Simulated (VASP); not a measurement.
BiB, 2 atoms in the cell. The structure is trigonal, space group R3m (No. 160). Conventional cell: a = 3.654 Å, b = 3.654 Å, c = 9.681 Å, α = 90.00°, β = 90.00°, γ = 120.00°. B (site symmetry 3m) has 4 Bi at 2.28 to 2.36 Å within 3.0 Å. Within 3.0 Å of Bi (site symmetry 3m) lie 4 B at 2.28 to 2.36 Å.  This cell differs from its parent crystal: epitaxial 111 strain -5.9%.

| Quantity | Value |
| --- | --- |
| Program | VASP 6.6.1 |
| Task | single point |
| Functional | HSE06 |
| Potentials or basis | VASP PAW PBE potentials, release 64 (B, Bi_d) |
| Cutoff | 420 eV |
| k mesh | 6 × 6 × 6 |
| Occupations | fermi-dirac, width 0.02 eV |
| Spin | no spin polarisation |
| Dipole correction | no |
| Grid for exact exchange (PRECFOCK) | Normal |
| Further INCAR settings | ALGO = Normal; EDIFF = 1e-06; NBANDS = 16 |
| Share of exact exchange | 0.25 |
| Screening parameter | 0.2079 1/Å |

Potentials or basis: VASP PAW PBE potentials, release 64 (B, Bi_d).

Launch:

```sh
$ cat potpaw_PBE.64/B/POTCAR potpaw_PBE.64/Bi_d/POTCAR > POTCAR
$ cp INCAR.step1 INCAR
$ mpirun -np 1 vasp_std > vasp.out
$ cp INCAR.step2 INCAR
$ mpirun -np 1 vasp_std > vasp.out
```

Hardware: 1 thread of AMD EPYC 7R13 Processor (Zen 3) (shared host).

Question: How long does it take, and how much memory?

Answer: It took 61 min on 1 thread of AMD EPYC 7R13 Processor (Zen 3), on a shared host, peak memory 0.25 GiB. Counts: k points 32.
